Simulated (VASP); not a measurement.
# Fe2O3 (R-3c) in VASP: notebook

The runs below take Fe2O3 through single point, with PBE+D3(BJ), PBE exchange alone, revPBE+D3(BJ).

Everything below comes from runs of VASP 6.6.1. Logs are shortened: lines on timing, memory, paths and dates and some standing lists are left out, and cuts for length are marked.

## 1. The cell of the first run

Symmetry: R-3c, No. 167, trigonal system. Conventional cell: a = 4.753 Å, b = 4.753 Å, c = 13.261 Å, α = 90.00°, β = 90.00°, γ = 120.00°. Fe (site symmetry 3) has 6 O at 1.89 to 1.96 Å and 1 Fe at 2.53 Å within 2.6 Å. Within 2.9 Å of O (site symmetry 2) lie 4 Fe at 1.89 to 1.96 Å and 12 O at 2.58 to 2.83 Å.

## 2. Single point, PBE+D3(BJ), collinear spin, ferromagnetic start

Input file INCAR:

```
ALGO = Normal
EDIFF = 1E-6
ENCUT = 600
GGA = PE
GGA_COMPAT = False
ISIF = 2
ISMEAR = -1
ISPIN = 2
IVDW = 12
LASPH = True
LCHARG = False
LMAXMIX = 4
LORBIT = 11
LREAL = False
LWAVE = False
MAGMOM = 3 3 3 3 0 0 0 0 0 0
NBANDS = 49
NELM = 200
PREC = Accurate
SIGMA = 0.05
```

Input file KPOINTS:

```
k-points
0
Gamma
  7 7 7
```

Input file POSCAR:

```
Fe2O3
1.0
    2.3762874062      1.3719501736      4.4202860941
   -2.3762874062      1.3719501736      4.4202860941
    0.0000000000     -2.7439003472      4.4202860941
Fe O
4 6
Direct
    0.3454759577      0.3454759577      0.3454759577
    0.1545240423      0.1545240423      0.1545240423
    0.6545240423      0.6545240423      0.6545240423
    0.8454759577      0.8454759577      0.8454759577
    0.5636474343      0.2500000000      0.9363525657
    0.2500000000      0.9363525657      0.5636474343
    0.9363525657      0.5636474343      0.2500000000
    0.4363525657      0.7500000000      0.0636474343
    0.7500000000      0.0636474343      0.4363525657
    0.0636474343      0.4363525657      0.7500000000
```

Potentials or basis: VASP PAW PBE potentials, release 64 (Fe, O).

Command:

```
> cat potpaw_PBE.64/Fe/POTCAR potpaw_PBE.64/O/POTCAR > POTCAR
> mpirun -np 1 vasp_std > vasp.out
```

OUTCAR:

```text
EDIFF = 1E-6
   ENCUT = 600
   GGA = PE
   ISIF = 2
   ISMEAR = -1
   ISPIN = 2
   IVDW = 12
   LASPH = True
   LORBIT = 11
   LREAL = False
   NELM = 200
   PREC = Accurate
 IVDW          = 12

 ion  position               nearest neighbor table
   1  0.345  0.345  0.345-   8 1.89  10 1.89   9 1.89   6 1.96   5 1.96   7 1.96   2 2.53   3 2.76
                             3 2.76   3 2.76
   2  0.155  0.155  0.155-   9 1.89  10 1.89   8 1.89   6 1.96   5 1.96   7 1.96   1 2.53   4 2.76
                             4 2.76   4 2.76
   3  0.655  0.655  0.655-   5 1.89   7 1.89   6 1.89   8 1.96   9 1.96  10 1.96   4 2.53   1 2.76
                             1 2.76   1 2.76
   4  0.845  0.845  0.845-   6 1.89   7 1.89   5 1.89   8 1.96   9 1.96  10 1.96   3 2.53   2 2.76
                             2 2.76   2 2.76
   5  0.564  0.250  0.936-   3 1.89   4 1.89   1 1.96   2 1.96
   6  0.250  0.936  0.564-   4 1.89   3 1.89   1 1.96   2 1.96
   7  0.936  0.564  0.250-   3 1.89   4 1.89   1 1.96   2 1.96
   8  0.436  0.750  0.064-   1 1.89   2 1.89   3 1.96   4 1.96
   9  0.750  0.064  0.436-   2 1.89   1 1.89   3 1.96   4 1.96
  10  0.064  0.436  0.750-   1 1.89   2 1.89   3 1.96   4 1.96

  LATTYP: Found a trigonal (rhomboedric) cell.
 ALAT       =     5.2026837564
 COS(alpha) =     0.5827723595

  Lattice vectors:

 A1 = (   2.3762874062,   1.3719501736,   4.4202860941)
 A2 = (  -2.3762874062,   1.3719501736,   4.4202860941)
 A3 = (   0.0000000000,  -2.7439003472,   4.4202860941)

Analysis of symmetry for initial positions (statically):
=====================================================================
 Subroutine PRICEL returns:
 Original cell was already a primitive cell.

 Routine SETGRP: Setting up the symmetry group for a
 trigonal (rhombohedral) supercell.

 Subroutine GETGRP returns: Found 12 space group operations
 (whereof  6 operations were pure point group operations)
 out of a pool of 12 trial point group operations.

The static configuration has the point symmetry S_6 .
 The point group associated with its full space group is D_3d.

Analysis of symmetry for dynamics (positions and initial velocities):
=====================================================================
 Subroutine PRICEL returns:
 Original cell was already a primitive cell.

 Routine SETGRP: Setting up the symmetry group for a
 trigonal (rhombohedral) supercell.

 Subroutine GETGRP returns: Found 12 space group operations
 (whereof  6 operations were pure point group operations)
 out of a pool of 12 trial point group operations.

The dynamic configuration has the point symmetry S_6 .
 The point group associated with its full space group is D_3d.

Analysis of structural, dynamic, and magnetic symmetry:
=====================================================================
 Subroutine PRICEL returns:
 Original cell was already a primitive cell.

 Routine SETGRP: Setting up the symmetry group for a
 trigonal (rhombohedral) supercell.

 Subroutine GETGRP returns: Found 12 space group operations
 (whereof  6 operations were pure point group operations)
 out of a pool of 12 trial point group operations.

The overall configuration has the point symmetry S_6 .
 The point group associated with its full space group is D_3d.

 Subroutine INISYM returns: Found 12 space group operations
 (whereof  6 operations are pure point group operations),
 and found     1 'primitive' translations

----------------------------------------------------------------------------------------

                                     Primitive cell

  volume of cell :      86.4647

  direct lattice vectors                    reciprocal lattice vectors
     2.376287406  1.371950174  4.420286094     0.210412259  0.121481574  0.075409900
    -2.376287406  1.371950174  4.420286094    -0.210412259  0.121481574  0.075409900
     0.000000000 -2.743900347  4.420286094     0.000000000 -0.242963148  0.075409900

  length of vectors
     5.202683756  5.202683756  5.202683756     0.254396825  0.254396825  0.254396825

  position of ions in fractional coordinates (direct lattice)
     0.345475958  0.345475958  0.345475958
     0.154524042  0.154524042  0.154524042
[... 86 lines left out ...]
   ICHARG =      2    charge: 1-file 2-atom 10-const
   ISPIN  =      2    spin polarized calculation?
   LNONCOLLINEAR =      F non collinear calculations
   LSORBIT =      F    spin-orbit coupling
   LASPH  =      T    aspherical Exc in radial PAW
   ENCUT  =  600.0 eV  44.10 Ry    6.64 a.u.  10.39 10.39 10.39*2*pi/ulx,y,z
   NELM   =    200;   NELMIN=  2; NELMDL= -5     # of ELM steps
   EDIFF  = 0.1E-05   stopping-criterion for ELM
   LREAL  =      F    real-space projection
   EDIFFG = 0.1E-04   stopping-criterion for IOM
   NSW    =      0    number of steps for IOM
   IBRION =     -1    ionic relax: 0-MD 1-quasi-New 2-CG
   NFREE  =      0    steps in history (QN), initial steepest desc. (CG)
   ISIF   =      2    stress and relaxation
   ISYM   =      2    0-nonsym 1-usesym 2-fastsym
   POTIM  = 0.5000    time-step for ionic-motion
   TEBEG  =    0.0;   TEEND  =   0.0 temperature during run
   PSTRESS=    0.0 pullay stress
   NELECT =      68.0000    total number of electrons
   NUPDOWN=      -1.0000    fix difference up-down
   EMIN   =  10.00;   EMAX   =-10.00  energy-range for DOS
   EFERMI =   0.00;   METHOD = LEGACY
   ISMEAR =    -1;   SIGMA  =   0.05  broadening in eV -4-tet -1-fermi 0-gaus
   EFERMI_NEDOS =   21; number of points for ismear=-14 and -15
   IALGO  =     38    algorithm
   IMIX   =      4    mixing-type and parameters
     AMIX     =   0.40;   BMIX     =  1.00
     AMIX_MAG =   1.60;   BMIX_MAG =  1.00
  volume/ion in A,a.u.               =       8.65        58.35
  Fermi-wavevector in a.u.,A,eV,Ry     =   1.511117  2.855597 31.068567  2.283475
  Thomas-Fermi vector in A             =   2.621217
   LORBIT       =     11    0 simple, 1 ext, 2 COOP (PROOUT), +10 PAW based schemes
   GGA     = PE    functional components
   LHFCALC =     F    Hartree Fock is set to
   AEXX    =    0.0000 exact exchange contribution
   IVDW    =    12    specifies the selected vdW correction
   LEPSILON=     F    determine dielectric tensor
   LRPA    =     F    only Hartree local field effects (RPA)
 spin polarized calculation
  energy-cutoff  :      600.00
  volume of cell :       86.46
 maximum number of plane-waves:      2921
 NGX is ok and might be reduce to    42
   NGX = 21   NGY = 21   NGZ = 21

 number of electron      67.9999996 magnetization      10.8901095

 number of electron      67.9999998 magnetization       3.9997762

 Free energy of the ion-electron system (eV)
  ---------------------------------------------------
  ext. energy  EPLUGINS =         0.00000000
  ---------------------------------------------------
  free energy    TOTEN  =       -74.64442241 eV

  energy without entropy =      -74.57199373  energy(sigma->0) =      -74.60820807

 E-fermi :   5.7428     XC(G=0): -12.5016

 val. band max:        5.7344111237   @ k =  -0.2857   0.2857   0.0000
 cond. band min:       5.7437233010   @ k =  -0.4286   0.2857   0.2857
 fundamental gap:      0.0093121773
 Fermi energy:         5.7428083665

 spin component 1

 k-point     1 :       0.0000    0.0000    0.0000
  band No.  band energies     occupation
      1     -15.5304      1.00000
      2     -13.6048      1.00000
      3     -13.5840      1.00000
      4     -13.5840      1.00000
      5     -13.4254      1.00000
      6     -13.4254      1.00000
[... 1165 lines left out ...]
     45      13.3312      0.00000
     46      15.5093      0.00000

 [... further k-points ...]

 spin component 2

 k-point     1 :       0.0000    0.0000    0.0000
  band No.  band energies     occupation
      1     -15.4647      1.00000
      2     -13.5429      1.00000
      3     -13.5171      1.00000
      4     -13.5171      1.00000
      5     -13.3613      1.00000
      6     -13.3613      1.00000
[... 1165 lines left out ...]
     45      13.4773      0.00000
     46      15.6468      0.00000

 [... further k-points ...]

 [bands above 46 left out]

------------------------ aborting loop because EDIFF is reached ----------------------------------------

 Edisp (eV)   -1.95236

 E8    (eV) :    -0.7170

  FORCE on cell =-STRESS in cart. coord.  units (eV):
  Direction    XX          YY          ZZ          XY          YZ          ZX
  --------------------------------------------------------------------------------------
  -------------------------------------------------------------------------------------
  Total       0.48387     0.48387     0.47164    -0.00000    -0.00000     0.00000
  in kB       8.96602     8.96602     8.73933    -0.00000    -0.00000     0.00000
  external pressure =        8.89 kB  Pullay stress =        0.00 kB

 VOLUME and BASIS-vectors are now :
 -----------------------------------------------------------------------------
  energy-cutoff  :      600.00
  volume of cell :       86.46
      direct lattice vectors                 reciprocal lattice vectors
     2.376287406  1.371950174  4.420286094     0.210412259  0.121481574  0.075409900
    -2.376287406  1.371950174  4.420286094    -0.210412259  0.121481574  0.075409900
     0.000000000 -2.743900347  4.420286094     0.000000000 -0.242963148  0.075409900

 POSITION                                       TOTAL-FORCE (eV/Angst)
 -----------------------------------------------------------------------------------
      0.00000      0.00000      4.58131        -0.000000      0.000000      0.040180
      0.00000      0.00000      2.04912        -0.000000      0.000000     -0.040180
      0.00000      0.00000      8.67955        -0.000000     -0.000000     -0.040180
      0.00000      0.00000     11.21174        -0.000000      0.000000      0.040180
      0.74532     -1.45297      7.73550         0.010129      0.017544     -0.000000
     -1.63097      0.08102      7.73550         0.010129     -0.017544     -0.000000
      0.88565      1.37195      7.73550        -0.020258      0.000000     -0.000000
     -0.74532      1.45297      5.52536        -0.010129     -0.017544     -0.000000
      1.63097     -0.08102      5.52536        -0.010129      0.017544     -0.000000
     -0.88565     -1.37195      5.52536         0.020258      0.000000     -0.000000
 -----------------------------------------------------------------------------------
    total drift:                               -0.000000      0.000000     -0.000000

  FREE ENERGIE OF THE ION-ELECTRON SYSTEM (eV)
  ---------------------------------------------------
  free  energy   TOTEN  =       -76.5967807789 eV

  energy  without entropy=      -76.5243520989  energy(sigma->0) =      -76.56056644

 total charge

# of ion       s       p       d       tot
------------------------------------------
    1        0.416   0.669   6.321   7.406
    2        0.416   0.669   6.321   7.406
    3        0.416   0.669   6.321   7.406
    4        0.416   0.669   6.321   7.406
    5        1.558   3.461   0.000   5.019
    6        1.558   3.461   0.000   5.019
    7        1.558   3.461   0.000   5.019
    8        1.558   3.461   0.000   5.019
    9        1.558   3.461   0.000   5.019
   10        1.558   3.461   0.000   5.019
--------------------------------------------------
tot         11.012  23.444  25.286  59.742

 magnetization (x)

# of ion       s       p       d       tot
------------------------------------------
    1        0.007   0.010   0.925   0.941
    2        0.007   0.010   0.925   0.941
    3        0.007   0.010   0.925   0.941
    4        0.007   0.010   0.925   0.941
    5        0.000   0.029   0.000   0.030
    6        0.000   0.029   0.000   0.030
    7        0.000   0.029   0.000   0.030
    8        0.000   0.029   0.000   0.030
    9        0.000   0.029   0.000   0.030
   10        0.000   0.029   0.000   0.030
--------------------------------------------------
tot          0.028   0.215   3.698   3.941
```

It took 7.9 min on 1 thread of Intel Xeon Platinum 8559C (Emerald Rapids), shared host; peak memory 0.53 GiB.

Results:

```yaml
Free_energy: -76.5968 eV
Pressure: 0.9 GPa
Largest_force: 0.040 eV/Å
Band_gap_on_the_k_mesh: zero (filled and empty bands overlap)
Net_moment: 4.00 μB per cell
Site_moments: Fe +0.94; O +0.03 μB
Valence_electrons_inside_the_program's_atomic_spheres: Fe 7.41; O 5.02
Dispersion_energy_per_atom: -0.195 eV
```

Forces on the atoms (eV/Å):
```
Fe   0.000  0.000  0.040
Fe   0.000  0.000 -0.040
Fe   0.000  0.000 -0.040
Fe   0.000  0.000  0.040
O    0.010  0.018  0.000
O    0.010 -0.018  0.000
O   -0.020  0.000  0.000
O   -0.010 -0.018  0.000
O   -0.010  0.018  0.000
O    0.020  0.000  0.000
```

Caveat: three body term missing; semilocal functionals often make such compounds metallic where correlation or magnetic order opens a gap, which also shifts bond lengths; only a ferromagnetic start was run, and an antiferromagnetic order may lie lower in energy.

## 3. Single point, PBE exchange alone, collinear spin, ferromagnetic start

This run uses another cell than the first one, of 10.70 Å³/atom.

Input file INCAR:

```
SYSTEM = Fe2O3
PREC     = Accurate       ! precision mode
ENCUT    = 600            ! plane-wave cutoff, eV
EDIFF    = 1E-6           ! SCF threshold, eV
ISMEAR   = -1             ! smearing method
SIGMA    = 0.05           ! smearing width, eV
LREAL    = .False.        ! projectors in reciprocal space
LASPH    = .True.         ! aspherical terms in the spheres
NELM     = 200            ! most SCF steps
ALGO     = Normal         ! electronic algorithm
ISIF     = 2              ! what is computed and relaxed
LWAVE    = .False.        ! write WAVECAR
LCHARG   = .False.        ! write CHGCAR
ISPIN    = 2              ! spin polarisation
MAGMOM   = 3 3 3 3 0 0 0 0 0 0 ! initial moments
LORBIT   = 11             ! projections on sites
LMAXMIX  = 4              ! l up to which the mixer works
GGA      = PE             ! functional
ALDAC    = 0.0          
AGGAC    = 0.0          
NBANDS   = 49             ! bands
GGA_COMPAT= .False.
```

Input file KPOINTS:

```
regular mesh
0
Gamma
  7 7 7
  0 0 0
```

Input file POSCAR:

```
Fe2O3
1.0
    2.5684046997      1.4828691448      4.6807025968
   -2.5684046997      1.4828691448      4.6807025968
    0.0000000000     -2.9657382895      4.6807025968
Fe O
4 6
Direct
    0.3553000000      0.3553000000      0.3553000000
    0.1447000000      0.1447000000      0.1447000000
    0.6447000000      0.6447000000      0.6447000000
    0.8553000000      0.8553000000      0.8553000000
    0.5559000000      0.2500000000      0.9441000000
    0.2500000000      0.9441000000      0.5559000000
    0.9441000000      0.5559000000      0.2500000000
    0.4441000000      0.7500000000      0.0559000000
    0.7500000000      0.0559000000      0.4441000000
    0.0559000000      0.4441000000      0.7500000000
```

Potentials or basis: VASP PAW PBE potentials, release 64 (Fe, O).

Command:

```
> cat potpaw_PBE.64/Fe/POTCAR potpaw_PBE.64/O/POTCAR > POTCAR
> mpirun -np 1 vasp_std > vasp.out
```

OUTCAR:

```text
SYSTEM = Fe2O3
   PREC = Accurate
   ENCUT = 600
   EDIFF = 1E-6
   ISMEAR = -1
   LREAL = .False.
   LASPH = .True.
   NELM = 200
   ISIF = 2
   ISPIN = 2
   LORBIT = 11
   GGA = PE

 ion  position               nearest neighbor table
   1  0.355  0.355  0.355-   9 1.98  10 1.98   8 1.98   5 2.16   7 2.16   6 2.16   2 2.96   3 3.03
                             3 3.03   3 3.03
   2  0.145  0.145  0.145-   8 1.98  10 1.98   9 1.98   6 2.16   7 2.16   5 2.16   1 2.96   4 3.03
                             4 3.03   4 3.03
   3  0.645  0.645  0.645-   6 1.98   7 1.98   5 1.98   8 2.16  10 2.16   9 2.16   4 2.96   1 3.03
                             1 3.03   1 3.03
   4  0.855  0.855  0.855-   5 1.98   7 1.98   6 1.98   9 2.16  10 2.16   8 2.16   3 2.96   2 3.03
                             2 3.03   2 3.03
[... 2623 lines left out ...]
     -0.99705     -1.48287      5.85088         0.145842     -0.000000      0.000000
 -----------------------------------------------------------------------------------
    total drift:                                0.000000      0.000000      0.000000

  FREE ENERGIE OF THE ION-ELECTRON SYSTEM (eV)
  ---------------------------------------------------
  free  energy   TOTEN  =       -64.2436117453 eV

  energy  without entropy=      -64.1766221415  energy(sigma->0) =      -64.21011694

 total charge

# of ion       s       p       d       tot
------------------------------------------
    1        0.349   0.475   5.826   6.651
    2        0.349   0.475   5.826   6.651
    3        0.349   0.475   5.826   6.651
    4        0.349   0.475   5.826   6.651
    5        1.557   3.447   0.000   5.003
    6        1.557   3.447   0.000   5.003
    7        1.557   3.447   0.000   5.003
    8        1.557   3.447   0.000   5.003
    9        1.557   3.447   0.000   5.003
   10        1.557   3.447   0.000   5.003
--------------------------------------------------
tot         10.737  22.581  23.304  56.622

 magnetization (x)

# of ion       s       p       d       tot
------------------------------------------
    1        0.028   0.044   3.925   3.997
    2        0.028   0.044   3.925   3.997
    3        0.028   0.044   3.925   3.997
    4        0.028   0.044   3.925   3.997
    5        0.025   0.373   0.000   0.397
    6        0.025   0.373   0.000   0.397
    7        0.025   0.373   0.000   0.397
    8        0.025   0.373   0.000   0.397
    9        0.025   0.373   0.000   0.397
   10        0.025   0.373   0.000   0.397
--------------------------------------------------
tot          0.260   2.413  15.699  18.372
```

OSZICAR:

```text
N       E                     dE             d eps       ncg     rms          rms(c)
DAV:   1     0.866282716095E+03    0.86628E+03   -0.33457E+04  8624   0.179E+03
DAV:   2     0.688183766718E+02   -0.79746E+03   -0.72623E+03  8955   0.446E+02
DAV:   3    -0.794691317267E+02   -0.14829E+03   -0.13576E+03 10152   0.209E+02
[... 12 lines left out ...]
DAV:  16    -0.642435913305E+02    0.69462E-04   -0.42738E-04 12037   0.401E-01    0.711E-02
DAV:  17    -0.642436312675E+02   -0.39937E-04   -0.11179E-04 13103   0.105E-01    0.970E-02
DAV:  18    -0.642436136163E+02    0.17651E-04   -0.38810E-05 12635   0.101E-01    0.429E-02
DAV:  19    -0.642436116283E+02    0.19880E-05   -0.18524E-05 13512   0.550E-02    0.154E-02
DAV:  20    -0.642436117453E+02   -0.11703E-06   -0.47570E-06  7938   0.193E-02
   1 F= -.64243612E+02 E0= -.64210117E+02  d E =-.669896E-01  mag=    19.0678
```

stdout:

```text
POSCAR found type information on POSCAR FeO
 POSCAR found :  2 types and      10 ions
 scaLAPACK will be used
 LDA part: xc-table for (Slater+PW92), standard interpolation
 POSCAR, INCAR and KPOINTS ok, starting setup
 FFT: planning ... GRIDC
 FFT: planning ... GRID_SOFT
 FFT: planning ... GRID
 WAVECAR not read
 entering main loop
```

It took 9.5 min on 1 thread of Intel Xeon 6975P-C (Granite Rapids), shared host; peak memory 0.64 GiB.

What came out:

* Free energy: -64.2436 eV
* Pressure: 16.2 GPa
* Largest force: 0.146 eV/Å
* Net moment: 19.07 μB per cell
* Site moments: Fe +4.00; O +0.40 μB
* Valence electrons inside the program's atomic spheres: Fe 6.65; O 5.00

Forces on the atoms (eV/Å):
```
Fe   0.000  0.000  0.032
Fe   0.000  0.000 -0.032
Fe   0.000  0.000 -0.032
Fe   0.000  0.000  0.032
O    0.073  0.126  0.000
O    0.073 -0.126  0.000
O   -0.146  0.000  0.000
O   -0.073 -0.126  0.000
O   -0.073  0.126  0.000
O    0.146  0.000  0.000
```

Levels at points of the mesh, in eV from the Fermi level:
Spin up:
```csv
k point,band 42,band 43,band 44,band 45,band 46,band 47
"(0.00, 0.00, 0.00)",-0.30,0.23,0.23,3.68,7.81,9.66
```
Spin down:
| k point | band 20 | band 21 | band 22 | band 23 | band 24 | band 25 | band 26 | band 27 | band 28 | band 29 |
| --- | --- | --- | --- | --- | --- | --- | --- | --- | --- | --- |
| (0.00, 0.00, 0.00) | -2.34 | -2.34 | -1.59 | -1.59 | -1.54 | 0.19 | 0.20 | 0.20 | 0.49 | 0.49 |

Caveat: the cell stands under pressure; semilocal functionals often make such compounds metallic where correlation or magnetic order opens a gap, which also shifts bond lengths; only a ferromagnetic start was run, and an antiferromagnetic order may lie lower in energy.

(Continued in part 2 of 2.)
